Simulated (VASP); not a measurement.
A run of VASP 6.6.1 is set up as follows.

File POSCAR:

```
Ge
1.0
    0.0000000000      2.8378823607      2.8378823607
    2.8378823607      0.0000000000      2.8378823607
    2.8378823607      2.8378823607      0.0000000000
Ge
2
Direct
    0.0000000000      0.0000000000      0.0000000000
    0.2500000000      0.2500000000      0.2500000000
```

File INCAR.step1:

```
SYSTEM = Ge
ALGO     = Normal         ! electronic algorithm
EDIFF    = 1E-4           ! SCF threshold, eV
ENCUT    = 520            ! plane-wave cutoff, eV
GGA      = PE             ! functional
ISMEAR   = 0              ! smearing method
LASPH    = .TRUE.         ! aspherical terms in the spheres
LCHARG   = .FALSE.        ! write CHGCAR
LREAL    = .FALSE.        ! projectors in reciprocal space
LWAVE    = .TRUE.         ! write WAVECAR
NBANDS   = 21             ! bands
NELM     = 60             ! most SCF steps
PREC     = Accurate       ! precision mode
SIGMA    = 0.1            ! smearing width, eV
```

INCAR.step2

```
SYSTEM = Ge
ALGO     = Normal         ! electronic algorithm
EDIFF    = 1E-7           ! SCF threshold, eV
ENCUT    = 520            ! plane-wave cutoff, eV
ISIF     = 2              ! what is computed and relaxed
ISMEAR   = 0              ! smearing method
ISTART   = 1            
LASPH    = .TRUE.         ! aspherical terms in the spheres
LCHARG   = .FALSE.        ! write CHGCAR
LMIXTAU  = .TRUE.       
LREAL    = .FALSE.        ! projectors in reciprocal space
LWAVE    = .FALSE.        ! write WAVECAR
METAGGA  = R2SCAN         ! meta-GGA
NBANDS   = 21             ! bands
NELM     = 60             ! most SCF steps
PREC     = Accurate       ! precision mode
SIGMA    = 0.1            ! smearing width, eV
```

The input KPOINTS:

```
k-points
0
G
  14 14 14
  0 0 0
```

Potentials or basis: VASP PAW PBE potentials, release 64 (Ge_d).

Command:

```bash
$ cat potpaw_PBE.64/Ge_d/POTCAR > POTCAR
$ cp INCAR.step1 INCAR
$ mpirun -np 1 vasp_std > vasp.out
$ cp INCAR.step2 INCAR
$ mpirun -np 1 vasp_std > vasp.out
```

Q: Estimate the band gap on the k mesh.

A: 0.31 eV.

Q: Estimate the pressure.

A: 0.0 GPa.

Caveat: the PAW data sets were made with another functional, which shifts forces and pressure a little.

**The experiment to reproduce.**

“Temperature-dependent photoluminescence in Ge: experiment and theory”, 2020, arxiv:2003.00143 reports, for a bulk crystal of Ge at 0 K: band gap 0.744 eV (indirect).

Measured gap of Ge: 0.744 eV (indirect; 0 K; “Temperature-dependent photoluminescence in Ge: experiment and theory”, 2020, arxiv:2003.00143). This calculation gives 0.31 eV (-0.43 eV). 3 values of this kind are on record (0.666 to 0.807 eV); this one was drawn at random among those near their median. Spin-orbit coupling on Ge is left out. The value is that of r2SCAN on a finite k mesh, which can miss the band edges, without temperature or zero-point motion.
